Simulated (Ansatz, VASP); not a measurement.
# Ge: VASP beside Ansatz

File INCAR:

```
SYSTEM = Ge
  PREC = Accurate
  ENCUT = 520
  EDIFF = 1E-6
  ISMEAR = 0
  SIGMA = 0.15
  LREAL = .False.
  LASPH = .True.
  NELM = 60
  ALGO = Normal
  ISIF = 2
  LWAVE = .False.
  LCHARG = .True.
  GGA = PS
  LELF = .True.
  LVHAR = .True.
  NBANDS = 36
```

The input KPOINTS:

```
regular mesh
0
Gamma
  12 12 8
  0 0 0
```

File POSCAR:

```
Ge
1.0
    3.9969678642      0.0000000000      0.0000000000
   -1.9984839321      3.4614757085      0.0000000000
    0.0000000000      0.0000000000      6.5963651330
Ge
4
Direct
    0.6666666667      0.3333333333      0.0932315850
    0.3333333333      0.6666666667      0.5629118565
    0.6666666667      0.3333333333      0.4370881435
    0.3333333333      0.6666666667      0.9370881435
```

Input for Ansatz:

```yaml
crystal:
  lattice:
    - [3.9969678642, 0.0, 0.0]
    - [-1.9984839321, 3.4614757085, 0.0]
    - [0.0, 0.0, 6.596365133]
  atoms:
    - { symbol: Ge, position: [0.6666666667, 0.3333333333, 0.093231585] }
    - { symbol: Ge, position: [0.3333333333, 0.6666666667, 0.5629118565] }
    - { symbol: Ge, position: [0.6666666667, 0.3333333333, 0.4370881435] }
    - { symbol: Ge, position: [0.3333333333, 0.6666666667, 0.9370881435] }
basis:
  ecutwfc: 420
kpoints:
  mp_grid: { grid: [12, 12, 8] }
hamiltonian:
  xc: pbesol
scf:
  occupations: { method: gaussian, width: 0.15 }
output:
  forces: true
  stress: true
  eigenvalues: true
```

Alike in both runs: task single point; functional PBEsol; k mesh 12 × 12 × 8; occupations gaussian, width 0.15 eV; no spin polarisation.

|  | VASP | Ansatz |
| --- | --- | --- |
| version | VASP 6.6.1 | Ansatz 0.2.0 |
| potentials or method | VASP PAW PBE potentials, release 64 (Ge_d), cutoff 520 eV | scalar-relativistic, plane waves, PAW |
| valence electrons in the cell | 56 | 56 |

|  | VASP | Ansatz | Ansatz less VASP |
| --- | --- | --- | --- |
| gap on the k mesh at the Fermi level (eV) | none | none | - |
| pressure (GPa) | 0.6 | 0.7 | +0.13 |
| traceless stress, the component that is largest in VASP (GPa) | 4.51 | 4.53 | +0.022 |
| rms of the force components (eV/Å) | 1.066 | 1.067 | +0.0015 |

VASP's potentials were made for PBE, not for PBEsol. Atom by atom the forces differ by 0.002 eV/Å (rms over components). A gap of «none» marks a metal or a gap that the smearing closes.
